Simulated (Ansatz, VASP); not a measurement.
## W4C5 in VASP and in Ansatz

Contents of INCAR:

```
SYSTEM = W4C5
  ALGO = Normal
  DIPOL = 0.5 0.5 0.500
  EDIFF = 1E-6
  ENCUT = 520
  GGA = PE
  IDIPOL = 3
  ISIF = 2
  ISMEAR = 1
  LASPH = .True.
  LCHARG = .False.
  LDIPOL = .True.
  LREAL = .False.
  LWAVE = .False.
  NBANDS = 48
  NELM = 100
  PREC = Accurate
  SIGMA = 0.2
```

File KPOINTS:

```
k-points
0
Gamma
  12 12 1
  0 0 0
```

File POSCAR:

```
W4C5
1.0
    2.9217712068      0.0000000000      0.0000000000
   -1.4608856034      2.5303280892      0.0000000000
    0.0000000000      0.0000000000     26.3883078636
C W
5 4
Direct
    0.6666666667      0.3333333333      0.2842167841
    0.6666666667      0.3333333333      0.3921083921
    0.6666666667      0.3333333333      0.5000000000
    0.6666666667      0.3333333333      0.6078916079
    0.6666666667      0.3333333333      0.7157832159
    0.0000000000      0.0000000000      0.3381625881
    0.0000000000      0.0000000000      0.4460541960
    0.0000000000      0.0000000000      0.5539458040
    0.0000000000      0.0000000000      0.6618374119
```

Input for Ansatz:

```yaml
crystal:
  lattice:
    - [2.9217712068, 0.0, 0.0]
    - [-1.4608856034, 2.5303280892, 0.0]
    - [0.0, 0.0, 26.3883078636]
  atoms:
    - { symbol: C, position: [0.6666666667, 0.3333333333, 0.2842167841] }
    - { symbol: W, position: [0.0, 0.0, 0.3381625881] }
    - { symbol: C, position: [0.6666666667, 0.3333333333, 0.3921083921] }
    - { symbol: W, position: [0.0, 0.0, 0.446054196] }
    - { symbol: C, position: [0.6666666667, 0.3333333333, 0.5] }
    - { symbol: W, position: [0.0, 0.0, 0.553945804] }
    - { symbol: C, position: [0.6666666667, 0.3333333333, 0.6078916079] }
    - { symbol: W, position: [0.0, 0.0, 0.6618374119] }
    - { symbol: C, position: [0.6666666667, 0.3333333333, 0.7157832159] }
basis:
  ecutwfc: 420
kpoints:
  mp_grid: { grid: [12, 12, 1] }
hamiltonian:
  xc: pbe
scf:
  occupations: { method: cold, width: 0.2 }
output:
  forces: true
  stress: true
  eigenvalues: true
efield:
  axis: 3
  dipole_correction: true
  ramp_width: 0.04
```

Alike in both runs: task single point; functional PBE; k mesh 12 × 12 × 1; no spin polarisation.

|  | VASP | Ansatz |
| --- | --- | --- |
| version | VASP 6.6.1 | Ansatz 0.2.0 |
| potentials or method | VASP PAW PBE potentials, release 64 (C, W_sv), cutoff 520 eV | scalar-relativistic, plane waves, PAW |
| occupations | methfessel-paxton of order 1, width 0.2 eV | cold, width 0.2 eV |
| valence electrons in the cell | 76 | 76 |

Ansatz gave:

- gap on the k mesh at the Fermi level (eV): none
- rms of the force components (eV/Å): 1.994

**Question.** Estimate VASP's values.

**Answer.** gap on the k mesh at the Fermi level (eV): none; rms of the force components (eV/Å): 1.981.

A gap of «none» marks a metal or a gap that the smearing closes.

Spin-orbit coupling is off throughout.
